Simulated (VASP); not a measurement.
# HgTe (F-43m) in VASP: further runs

Aim: see how the results for HgTe move with the level of theory and the settings. Levels: PBE, r2SCAN. Tasks: single point, relaxation of cell and atoms.

All numbers are computed with VASP 6.6.1; they aren't measurements. Logs are shortened: lines on timing, memory, paths and dates and some standing lists are left out, and cuts for length are marked.

## 1. The cell of the first run

The structure is cubic, space group F-43m (No. 216). Conventional cell: a = 6.654 Å, b = 6.654 Å, c = 6.654 Å, α = 90.00°, β = 90.00°, γ = 90.00°. Within 3.8 Å of Hg (site symmetry -43m) lie 4 Te at 2.88 Å. Te (site symmetry -43m) has 4 Hg at 2.88 Å within 3.8 Å.

## 2. Single point, PBE

Input file INCAR:

```
PREC = Accurate
ENCUT = 520
EDIFF = 1E-7
ISMEAR = -1
SIGMA = 0.02
LREAL = False
LASPH = True
NELM = 80
ALGO = Normal
ISIF = 2
LWAVE = False
LCHARG = False
GGA = PE
NBANDS = 16
```

Input file KPOINTS:

```
regular mesh
0
Gamma
  6 6 6
```

Input file POSCAR:

```
HgTe
1.0
    0.0000000000      3.3268548961      3.3268548961
    3.3268548961      0.0000000000      3.3268548961
    3.3268548961      3.3268548961      0.0000000000
Hg Te
1 1
Direct
    0.0000000000      0.0000000000      0.0000000000
    0.2500000000      0.2500000000      0.2500000000
```

Potentials or basis: VASP PAW PBE potentials, release 64 (Hg, Te).

Run with:

```
$ cat potpaw_PBE.64/Hg/POTCAR potpaw_PBE.64/Te/POTCAR > POTCAR
$ mpirun -np 1 vasp_std > vasp.out
```

OUTCAR:

```text
PREC = Accurate
   ENCUT = 520
   EDIFF = 1E-7
   ISMEAR = -1
   LREAL = False
   LASPH = True
   NELM = 80
   ISIF = 2
   GGA = PE

 ion  position               nearest neighbor table
   1  0.000  0.000  0.000-   2 2.88   2 2.88   2 2.88   2 2.88
   2  0.250  0.250  0.250-   1 2.88   1 2.88   1 2.88   1 2.88

  LATTYP: Found a face centered cubic cell.
 ALAT       =     6.6537097922

  Lattice vectors:

 A1 = (   0.0000000000,   3.3268548961,   3.3268548961)
 A2 = (   3.3268548961,   0.0000000000,   3.3268548961)
 A3 = (   3.3268548961,   3.3268548961,   0.0000000000)

Analysis of symmetry for initial positions (statically):
=====================================================================
 Subroutine PRICEL returns:
 Original cell was already a primitive cell.

 Routine SETGRP: Setting up the symmetry group for a
 face centered cubic supercell.

 Subroutine GETGRP returns: Found 24 space group operations
 (whereof 24 operations were pure point group operations)
 out of a pool of 48 trial point group operations.

The static configuration has the point symmetry T_d .

Analysis of symmetry for dynamics (positions and initial velocities):
=====================================================================
 Subroutine PRICEL returns:
 Original cell was already a primitive cell.

 Routine SETGRP: Setting up the symmetry group for a
 face centered cubic supercell.

 Subroutine GETGRP returns: Found 24 space group operations
 (whereof 24 operations were pure point group operations)
 out of a pool of 48 trial point group operations.

The dynamic configuration has the point symmetry T_d .

 Subroutine INISYM returns: Found 24 space group operations
 (whereof 24 operations are pure point group operations),
 and found     1 'primitive' translations

----------------------------------------------------------------------------------------

                                     Primitive cell

  volume of cell :      73.6430

  direct lattice vectors                    reciprocal lattice vectors
     0.000000000  3.326854896  3.326854896    -0.150292097  0.150292097  0.150292097
     3.326854896  0.000000000  3.326854896     0.150292097 -0.150292097  0.150292097
     3.326854896  3.326854896  0.000000000     0.150292097  0.150292097 -0.150292097

  length of vectors
     4.704883314  4.704883314  4.704883314     0.260313549  0.260313549  0.260313549

  position of ions in fractional coordinates (direct lattice)
     0.000000000  0.000000000  0.000000000
     0.250000000  0.250000000  0.250000000

  ion indices of the primitive-cell ions
   primitive index   ion index
                 1           1
                 2           2

----------------------------------------------------------------------------------------

 KPOINTS: regular mesh

Automatic generation of k-mesh.
 Grid dimensions read from file:
 generate k-points for:    6    6    6

 Generating k-lattice:

  Cartesian coordinates                     Fractional coordinates (reciprocal lattice)
    -0.025048683  0.025048683  0.025048683     0.166666667  0.000000000  0.000000000
     0.025048683 -0.025048683  0.025048683     0.000000000  0.166666667  0.000000000
     0.025048683  0.025048683 -0.025048683     0.000000000  0.000000000  0.166666667

  Length of vectors
     0.043385591  0.043385591  0.043385591

  Shift w.r.t. Gamma in fractional coordinates (k-lattice)
     0.000000000  0.000000000  0.000000000

 Subroutine IBZKPT returns following result:
 ===========================================

 Found     16 irreducible k-points:

 Following reciprocal coordinates:
            Coordinates               Weight
  0.000000  0.000000  0.000000      1.000000
  0.166667  0.000000  0.000000      8.000000
  0.333333  0.000000  0.000000      8.000000
  0.500000  0.000000  0.000000      4.000000
  0.166667  0.166667  0.000000      6.000000
  0.333333  0.166667  0.000000     24.000000
[... 8 lines left out ...]
 -0.333333  0.333333  0.166667     24.000000
 -0.333333  0.500000  0.166667     12.000000
   k-points           NKPTS =     16   k-points in BZ     NKDIM =     16   number of bands    NBANDS=     16
   number of dos      NEDOS =    301   number of ions     NIONS =      2
   total plane-waves  NPLWV =  46656
   dimension x,y,z NGX =    36 NGY =   36 NGZ =   36
   dimension x,y,z NGXF=    72 NGYF=   72 NGZF=   72
   ions per type =               1   1
   NGX,Y,Z   is equivalent  to a cutoff of  12.72, 12.72, 12.72 a.u.
   NGXF,Y,Z  is equivalent  to a cutoff of  25.44, 25.44, 25.44 a.u.
 SYSTEM =  unknown system
   PREC   = accura    normal or accurate (medium, high low for compatibility)
   ISTART =      0    job   : 0-new  1-cont  2-samecut
   ICHARG =      2    charge: 1-file 2-atom 10-const
   ISPIN  =      1    spin polarized calculation?
   LNONCOLLINEAR =      F non collinear calculations
   LSORBIT =      F    spin-orbit coupling
   LASPH  =      T    aspherical Exc in radial PAW
[... 24 lines left out ...]
  Fermi-wavevector in a.u.,A,eV,Ry     =   1.023580  1.934286 14.255043  1.047716
  Thomas-Fermi vector in A             =   2.157321
   LORBIT       =      0    0 simple, 1 ext, 2 COOP (PROOUT), +10 PAW based schemes
   GGA     = PE    functional components
   LHFCALC =     F    Hartree Fock is set to
   AEXX    =    0.0000 exact exchange contribution
   IVDW    =     0    specifies the selected vdW correction
   LEPSILON=     F    determine dielectric tensor
   LRPA    =     F    only Hartree local field effects (RPA)
 non-spin polarized calculation
  energy-cutoff  :      520.00
  volume of cell :       73.64
 maximum number of plane-waves:      2012
   NGX = 17   NGY = 17   NGZ = 17

 number of electron      17.9999998 magnetization

 Free energy of the ion-electron system (eV)
  ---------------------------------------------------
  ext. energy  EPLUGINS =         0.00000000
  ---------------------------------------------------
  free energy    TOTEN  =        -3.64158551 eV

  energy without entropy =       -3.64123177  energy(sigma->0) =       -3.64140864

 E-fermi :   2.2406     XC(G=0):  -8.3495

 val. band max:        2.2267180123   @ k =   0.0000   0.0000   0.0000
 cond. band min:       2.9250986988   @ k =   0.5000   0.0000   0.0000
 fundamental gap:      0.6983806866
 Fermi energy:         2.2405825263

 k-point     1 :       0.0000    0.0000    0.0000
  band No.  band energies     occupation
      1      -9.1778      2.00000
      2      -4.6628      2.00000
      3      -4.6628      2.00000
      4      -4.6628      2.00000
      5      -4.2328      2.00000
      6      -4.2328      2.00000
[... 8 lines left out ...]
     15      11.6513      0.00000
     16      11.6513      0.00000

 k-point     2 :       0.1667    0.0000    0.0000
  band No.  band energies     occupation
      1      -9.0676      2.00000
      2      -4.6333      2.00000
      3      -4.6333      2.00000
      4      -4.6052      2.00000
      5      -4.2346      2.00000
      6      -4.2346      2.00000
[... 8 lines left out ...]
     15      10.7894      0.00000
     16      10.7894      0.00000

 k-point     3 :       0.3333    0.0000    0.0000
  band No.  band energies     occupation
      1      -8.8331      2.00000
      2      -4.5819      2.00000
      3      -4.5819      2.00000
      4      -4.3449      2.00000
      5      -4.2271      2.00000
      6      -4.2271      2.00000
[... 8 lines left out ...]
     15      11.0586      0.00000
     16      11.0586      0.00000

 k-point     4 :       0.5000    0.0000    0.0000
  band No.  band energies     occupation
      1      -8.7082      2.00000
      2      -4.5617      2.00000
      3      -4.5617      2.00000
      4      -4.2159      2.00000
      5      -4.2159      2.00000
      6      -3.9816      2.00000
[... 8 lines left out ...]
     15      12.1564      0.00000
     16      12.1564      0.00000
[... 172 lines left out ...]
 k-point    14 :       0.5000    0.3333    0.1667
  band No.  band energies     occupation
      1      -8.6720      2.00000
      2      -4.5177      2.00000
      3      -4.4989      2.00000
      4      -4.3383      2.00000
      5      -4.2124      2.00000
      6      -4.0929      2.00000
[... 8 lines left out ...]
     15      12.2566      0.00000
     16      13.0846      0.00000

 k-point    15 :      -0.3333    0.3333    0.1667
  band No.  band energies     occupation
      1      -8.5876      2.00000
      2      -4.4986      2.00000
      3      -4.4746      2.00000
      4      -4.2700      2.00000
      5      -4.2361      2.00000
      6      -3.8487      2.00000
[... 8 lines left out ...]
     15      12.3921      0.00000
     16      12.9794      0.00000

 k-point    16 :      -0.3333    0.5000    0.1667
  band No.  band energies     occupation
      1      -8.5457      2.00000
      2      -4.4734      2.00000
      3      -4.4338      2.00000
      4      -4.3232      2.00000
      5      -4.2163      2.00000
      6      -3.7774      2.00000
[... 8 lines left out ...]
     15      12.8611      0.00000
     16      13.0988      0.00000

------------------------ aborting loop because EDIFF is reached ----------------------------------------

  FORCE on cell =-STRESS in cart. coord.  units (eV):
  Direction    XX          YY          ZZ          XY          YZ          ZX
  --------------------------------------------------------------------------------------
  -------------------------------------------------------------------------------------
  Total        0.0230226      0.0230226      0.0230226     -0.0000000      0.0000000     -0.0000000
  in kB        0.5008789      0.5008789      0.5008789     -0.0000000      0.0000000     -0.0000000
  external PRESSURE =       0.5008789 kB  Pullay stress =       0.0000000 kB

 VOLUME and BASIS-vectors are now :
 -----------------------------------------------------------------------------
  energy-cutoff  :      520.00
  volume of cell :       73.64
      direct lattice vectors                 reciprocal lattice vectors
     0.000000000  3.326854896  3.326854896    -0.150292097  0.150292097  0.150292097
     3.326854896  0.000000000  3.326854896     0.150292097 -0.150292097  0.150292097
     3.326854896  3.326854896  0.000000000     0.150292097  0.150292097 -0.150292097

 POSITION                                       TOTAL-FORCE (eV/Angst)
 -----------------------------------------------------------------------------------
      0.00000      0.00000      0.00000         0.000000      0.000000     -0.000000
      1.66343      1.66343      1.66343        -0.000000     -0.000000      0.000000
 -----------------------------------------------------------------------------------
    total drift:                               -0.000000     -0.000000     -0.000000

  FREE ENERGIE OF THE ION-ELECTRON SYSTEM (eV)
  ---------------------------------------------------
  free  energy   TOTEN  =        -3.6415855133 eV

  energy  without entropy=       -3.6412317673  energy(sigma->0) =       -3.64140864
```

Wall time 31 s (1 thread of AMD EPYC 7R43 (Zen 3), shared host); peak memory 0.18 GiB.

What came out:

- Free energy: -3.6416 eV
- Pressure: 0.1 GPa
- Band gap on the k mesh: zero (filled and empty bands touch)

Caveat: semilocal functionals underestimate gaps, and a narrow one can read as zero; spin-orbit coupling is left out, which moves the levels of the heavy elements.

## 3. Single point, r2SCAN

This run uses another cell than the first one, of 35.59 Å³/atom.

Input file POSCAR:

```
HgTe
1.0
    0.0000000000      3.2891972678      3.2891972678
    3.2891972678      0.0000000000      3.2891972678
    3.2891972678      3.2891972678      0.0000000000
Hg Te
1 1
Direct
    0.0000000000      0.0000000000      0.0000000000
    0.2500000000      0.2500000000      0.2500000000
```

Input file INCAR.step1:

```
ALGO     = Normal         # electronic algorithm
EDIFF    = 1E-4           # SCF threshold, eV
ENCUT    = 520            # plane-wave cutoff, eV
GGA      = PE             # functional
ISMEAR   = -1             # smearing method
LASPH    = True           # aspherical terms in the spheres
LCHARG   = False          # write CHGCAR
LREAL    = False          # projectors in reciprocal space
LWAVE    = True           # write WAVECAR
NBANDS   = 16             # bands
NELM     = 60             # most SCF steps
PREC     = Accurate       # precision mode
SIGMA    = 0.02           # smearing width, eV
```

Input file INCAR.step2:

```
ALGO     = Normal         # electronic algorithm
EDIFF    = 1E-6           # SCF threshold, eV
ENCUT    = 520            # plane-wave cutoff, eV
ISIF     = 2              # what is computed and relaxed
ISMEAR   = -1             # smearing method
ISTART   = 1            
LASPH    = True           # aspherical terms in the spheres
LCHARG   = False          # write CHGCAR
LMIXTAU  = True         
LREAL    = False          # projectors in reciprocal space
LWAVE    = False          # write WAVECAR
METAGGA  = R2SCAN         # meta-GGA
NBANDS   = 16             # bands
NELM     = 60             # most SCF steps
PREC     = Accurate       # precision mode
SIGMA    = 0.02           # smearing width, eV
```

Input file KPOINTS:

```
k-points
0
Gamma
  6 6 6
```

Potentials or basis: VASP PAW PBE potentials, release 64 (Hg, Te).

Run with:

```
$ cat potpaw_PBE.64/Hg/POTCAR potpaw_PBE.64/Te/POTCAR > POTCAR
$ cp INCAR.step1 INCAR
$ mpirun -np 1 vasp_std > vasp.out
$ cp INCAR.step2 INCAR
$ mpirun -np 1 vasp_std > vasp.out
```

Wall time 2.2 min (1 thread of AMD EPYC 7R43 (Zen 3), shared host); peak memory 0.19 GiB.

It converged, with:

```
Free energy            : -75.1541 eV
Pressure               : 0.0 GPa
Band gap on the k mesh : zero (filled and empty bands touch)
```

Levels at points of the mesh, in eV from the Fermi level:
```
           k point  band 5  band 6  band 7  band 8  band 9  band 10  band 11  band 12  band 13  band 14
(0.00, 0.00, 0.00)   -6.85   -6.85   -0.57   -0.01   -0.01    -0.01     4.65     4.65     4.65     6.79
(0.50, 0.00, 0.00)   -6.83   -6.56   -5.31   -0.93   -0.93     0.93     5.41     5.41     7.13     8.22
(0.50, 0.50, 0.00)   -6.79   -6.42   -5.31   -2.14   -2.14     2.08     2.85     8.49     9.21     9.21
```

Caveat: semilocal functionals underestimate gaps, and a narrow one can read as zero; the PAW data sets were made with another functional, which shifts forces and pressure a little; spin-orbit coupling is left out, which moves the levels of the heavy elements.

## 4. Single point, r2SCAN

This run uses another cell than the first one, of 35.59 Å³/atom.

POSCAR is that of step 3.

Input file INCAR.step1:

```
SYSTEM = HgTe
PREC = Accurate ; ENCUT = 520
ISMEAR = -1 ; SIGMA = 0.02
LREAL = .False. ; LASPH = .True.
NELM = 60 ; NBANDS = 16
GGA = PE ; ALGO = Normal
EDIFF = 1E-4 ; LWAVE = .True.
LCHARG = .False.
```

Input file INCAR.step2:

```
SYSTEM = HgTe
PREC = Accurate ; ENCUT = 520
EDIFF = 1E-7 ; ISMEAR = -1
SIGMA = 0.02 ; LREAL = .False.
LASPH = .True. ; NELM = 60
ALGO = Normal ; ISIF = 2
LWAVE = .False. ; LCHARG = .False.
METAGGA = R2SCAN ; LMIXTAU = .True.
NBANDS = 16 ; ISTART = 1
```

Input file KPOINTS:

```
regular mesh
0
Gamma
  6 6 6
  0 0 0
```

Run with:

```
$ cat potpaw_PBE.64/Hg/POTCAR potpaw_PBE.64/Te/POTCAR > POTCAR
$ cp INCAR.step1 INCAR
$ mpirun -np 1 vasp_std > vasp.out
$ cp INCAR.step2 INCAR
$ mpirun -np 1 vasp_std > vasp.out
```

Wall time 2.5 min (1 thread of AMD EPYC 7R43 (Zen 3), shared host); peak memory 0.19 GiB.

Results (log left out):

| Property | Result |
| --- | --- |
| Free energy | -75.1542 eV |
| Pressure | 0.0 GPa |
| Band gap on the k mesh | zero (filled and empty bands touch) |

Levels at points of the mesh, in eV from the Fermi level:
```
           k point  band 7  band 8  band 9  band 10  band 11  band 12
(0.00, 0.00, 0.00)   -0.57   -0.01   -0.01    -0.01     4.65     4.65
(0.50, 0.00, 0.00)   -5.31   -0.93   -0.93     0.93     5.41     5.41
(0.50, 0.50, 0.00)   -5.31   -2.14   -2.14     2.08     2.85     8.49
```

Caveat: semilocal functionals underestimate gaps, and a narrow one can read as zero; the PAW data sets were made with another functional, which shifts forces and pressure a little; spin-orbit coupling is left out, which moves the levels of the heavy elements.

## 5. Relaxation of cell and atoms, PBE

This run uses another cell than the first one, of 33.22 Å³/atom.

Input file INCAR:

```
SYSTEM = HgTe
PREC     = Accurate       ! precision mode
ENCUT    = 600            ! plane-wave cutoff, eV
EDIFF    = 1E-6           ! SCF threshold, eV
ISMEAR   = -1             ! smearing method
SIGMA    = 0.02           ! smearing width, eV
LREAL    = .False.        ! projectors in reciprocal space
LASPH    = .True.         ! aspherical terms in the spheres
NELM     = 100            ! most SCF steps
ALGO     = Normal         ! electronic algorithm
ISIF     = 3              ! what is computed and relaxed
LWAVE    = .False.        ! write WAVECAR
LCHARG   = .False.        ! write CHGCAR
GGA      = PE             ! functional
IBRION   = 2              ! ionic algorithm
NSW      = 80             ! ionic steps
EDIFFG   = -0.005         ! ionic threshold
```

Input file KPOINTS:

```
Automatic mesh
0
Gamma
  6 6 6
  0 0 0
```

Input file POSCAR:

```
HgTe
1.0
    0.0000000000      3.2145000000      3.2145000000
    3.2145000000      0.0000000000      3.2145000000
    3.2145000000      3.2145000000      0.0000000000
Hg Te
1 1
Direct
    0.0000000000      0.0000000000      0.0000000000
    0.2500000000      0.2500000000      0.2500000000
```

Run with:

```
$ cat potpaw_PBE.64/Hg/POTCAR potpaw_PBE.64/Te/POTCAR > POTCAR
$ mpirun -np 1 vasp_std > vasp.out
```

Wall time 84 s (1 thread of AMD EPYC 7R43 (Zen 3), shared host); peak memory 0.19 GiB.

It converged, with:

```
Free energy                           : -3.6407 eV
Relaxed volume                        : 36.90 Å³/atom
Relaxed cell                          : a = 4.708 Å, b = 4.708 Å, c = 4.708 Å, α = 60.00°, β = 60.00°, γ = 60.00°
Space group after relaxing (to 0.1 Å) : F-43m (No. 216)
Energy gained by relaxing             : 48.4 meV/atom
Ionic steps                           : 5
Pressure after relaxing               : 0.0 GPa
Band gap on the k mesh                : zero (filled and empty bands touch)
```

The path:
```
step  energy change (eV)  largest force (eV/Å)  pressure (GPa)  volume (Å³)
   1              0.0000                0.0000            4.70        66.43
   2             -0.0885                0.0000           -1.04        76.25
   3             -0.0968                0.0000            0.02        73.73
   4             -0.0968                0.0000           -0.03        73.88
   5             -0.0968                0.0000           -0.01        73.80
```

Final structure:
```xyz
2
Lattice="0.0000 3.3292 3.3292 3.3292 0.0000 3.3292 3.3292 3.3292 0.0000" Properties=species:S:1:pos:R:3 pbc="T T T"
Hg    0.0000    0.0000    0.0000
Te    1.6646    1.6646    1.6646
```

Levels at points of the mesh, in eV from the Fermi level:
```
           k point  band 6  band 7  band 8  band 9  band 10  band 11  band 12  band 13
(0.00, 0.00, 0.00)   -6.47   -0.95   -0.01   -0.01    -0.01     4.36     4.36     4.36
(0.50, 0.00, 0.00)   -6.22   -4.95   -0.84   -0.84     0.68     5.09     5.09     6.78
(0.50, 0.50, 0.00)   -6.10   -4.98   -1.93   -1.93     1.89     2.70     7.90     8.48
```

Caveat: semilocal functionals underestimate gaps, and a narrow one can read as zero; spin-orbit coupling is left out, which moves the levels of the heavy elements.

## 6. The runs side by side

```csv
task,level,cell,cutoff (eV),gap on the mesh (eV),pressure (GPa)
single point,PBE,"a = 4.705 Å, angles 60.0°, 2 atoms",520,none,0.1
single point,r2SCAN,"a = 4.652 Å, angles 60.0°, 2 atoms",520,none,0.0
relaxation of cell and atoms,PBE,"relaxed from a = 4.546 Å, angles 60.0°, 2 atoms",600,none,0.0
```

Alike in all rows: potentials or basis VASP PAW PBE potentials, release 64 (Hg, Te); no spin polarisation; k mesh 6 × 6 × 6; smearing fermi-dirac 0.02 eV.

Caveats: semilocal functionals underestimate gaps, and a narrow one can read as zero; spin-orbit coupling is left out, which moves the levels of the heavy elements; the PAW data sets were made with another functional, which shifts forces and pressure a little (at least some runs).

Total energies depend on the potentials used, so only differences within one code and one set of settings carry meaning.

The gap in the log of VASP goes by the Fermi energy; the results here count the filled bands.